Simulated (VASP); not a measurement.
Runs of VASP 6.6.1 on ZrN. It takes space group Fm-3m (No. 225, cubic). The conventional cell has a = 4.600 Å, b = 4.600 Å, c = 4.600 Å, α = 90.00°, β = 90.00°, γ = 90.00°. Zr (site symmetry m-3m) has 6 N at 2.30 Å within 3.0 Å. Within 3.0 Å of N (site symmetry m-3m) lie 6 Zr at 2.30 Å. 

| k mesh | gap on the mesh (eV) | pressure (GPa) |
| --- | --- | --- |
| 7 × 7 × 7 | none | (a) |
| 5 × 5 × 5 | none | -12.1 |
| 4 × 4 × 4 | none | -11.8 |
| 8 × 8 × 8 | none | -11.8 |
| 3 × 3 × 3 | none | -9.9 |
| 10 × 10 × 10 | none | -12.0 |

Alike in all rows: task single point; level LDA; potentials or basis VASP PAW LDA potentials, release 64 (Zr_sv, N); no spin polarisation; cell as given; cutoff (eV) 600; smearing methfessel-paxton 0.15 eV.

Question: Estimate the missing entries.

Answer: (a) -11.9.

Caveats: some runs use coarse meshes.

A k mesh can miss the band edges, and the runs leave out spin-orbit coupling on Zr.

A gap of «none» marks levels without a gap at the run's occupations.
